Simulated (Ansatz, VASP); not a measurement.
One calculation of KCl, two programs

INCAR

```
SYSTEM = KCl
  ALGO = Normal
  EDIFF = 1E-6
  ENCUT = 520
  GGA = CA
  ISIF = 2
  ISMEAR = -1
  LASPH = .True.
  LCHARG = .False.
  LREAL = .False.
  LWAVE = .False.
  NBANDS = 15
  NELM = 100
  PREC = Accurate
  SIGMA = 0.05
```

Contents of KPOINTS:

```
k-points
0
Gamma
  7 7 7
  0 0 0
```

Contents of POSCAR:

```
KCl
1.0
    0.0000000000      3.1464700000      3.1464700000
    3.1464700000      0.0000000000      3.1464700000
    3.1464700000      3.1464700000      0.0000000000
K Cl
1 1
Direct
    0.0000000000      0.0000000000      0.0000000000
    0.5000000000      0.5000000000      0.5000000000
```

Contents of input.yaml:

```yaml
crystal:
  lattice:
    - [0.0, 3.14647, 3.14647]
    - [3.14647, 0.0, 3.14647]
    - [3.14647, 3.14647, 0.0]
  atoms:
    - { symbol: K, position: [0.0, 0.0, 0.0] }
    - { symbol: Cl, position: [0.5, 0.5, 0.5] }
kpoints:
  mp_grid: { grid: [7, 7, 7] }
scf:
  occupations: { method: fermi_dirac, width: 0.05 }
hamiltonian:
  xc: lda
  pseudopotentials: { kind: all_electron, lapw: { basis_error: 0.001 } }
output:
  forces: true
  stress: true
  eigenvalues: true
```

Alike in both runs: task single point; functional LDA; k mesh 7 × 7 × 7; occupations fermi-dirac, width 0.05 eV; no spin polarisation.

|  | VASP | Ansatz |
| --- | --- | --- |
| version | VASP 6.6.1 | Ansatz 0.2.0 |
| potentials or method | VASP PAW LDA potentials, release 64 (K_sv, Cl), cutoff 520 eV | all-electron LAPW, scalar-relativistic |

|  | VASP | Ansatz | Ansatz less VASP |
| --- | --- | --- | --- |
| gap on the k mesh at the Fermi level (eV) | 4.75 | 4.74 | -0.003 |
| least direct gap on the mesh (eV) | 4.75 | 4.74 | -0.003 |
| pressure (GPa) | -1.9 | -2.0 | -0.03 |

LDA's correlation is that of Perdew and Zunger in VASP and of Perdew and Wang (1992) in Ansatz. Ansatz ran all-electron here, and VASP with PAW potentials.
